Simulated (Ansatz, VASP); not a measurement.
One calculation of Rh, two programs

File INCAR:

```
SYSTEM = Rh
PREC = Accurate
ENCUT = 520
EDIFF = 1E-6
ISMEAR = 0
SIGMA = 0.15
LREAL = .FALSE.
LASPH = .TRUE.
NELM = 80
ALGO = Fast
ISIF = 2
LWAVE = .FALSE.
LCHARG = .FALSE.
GGA = PE
NBANDS = 22
```

The input KPOINTS:

```
regular mesh
0
G
  21 21 12
  0 0 0
```

The input POSCAR:

```
Rh
1.0
    2.6970719496      0.0000000000      0.0000000000
   -1.3485359748      2.3357328242      0.0000000000
    0.0000000000      0.0000000000      4.6101050835
Rh
2
Direct
    0.6666666667      0.3333333333      0.7500000000
    0.3333333333      0.6666666667      0.2500000000
```

Input for Ansatz:

```yaml
crystal:
  lattice:
    - [2.6970719496, 0.0, 0.0]
    - [-1.3485359748, 2.3357328242, 0.0]
    - [0.0, 0.0, 4.6101050835]
  atoms:
    - { symbol: Rh, position: [0.6666666667, 0.3333333333, 0.75] }
    - { symbol: Rh, position: [0.3333333333, 0.6666666667, 0.25] }
basis:
  ecutwfc: 420
kpoints:
  mp_grid: { grid: [21, 21, 12] }
hamiltonian:
  xc: pbe
  pseudopotentials: { kind: paw, azcp: { folder: soft_1 } }
scf:
  occupations: { method: gaussian, width: 0.15 }
output:
  forces: true
  stress: true
  eigenvalues: true
```

Alike in both runs: task single point; functional PBE; k mesh 21 × 21 × 12; occupations gaussian, width 0.15 eV; no spin polarisation.

```csv
,VASP,Ansatz
version,VASP 6.6.1,Ansatz 0.2.0
potentials or method,"VASP PAW PBE potentials, release 64 (Rh_pv), cutoff 520 eV","scalar-relativistic, plane waves, PAW"
valence electrons in the cell,30,34
```

```csv
,VASP,Ansatz,Ansatz less VASP
gap on the k mesh at the Fermi level (eV),none,none,-
pressure (GPa),-6.2,-6.2,+0.03
"traceless stress, the component that is largest in VASP (GPa)",-8.69,-8.69,-0.002
```

A gap of «none» marks a metal or a gap that the smearing closes. With one functional, cell and mesh, what is left measures potentials, basis and numerics. VASP's potentials hold 30 valence electrons a cell and Ansatz's 34, so a difference there can come from the potentials and not from the codes.
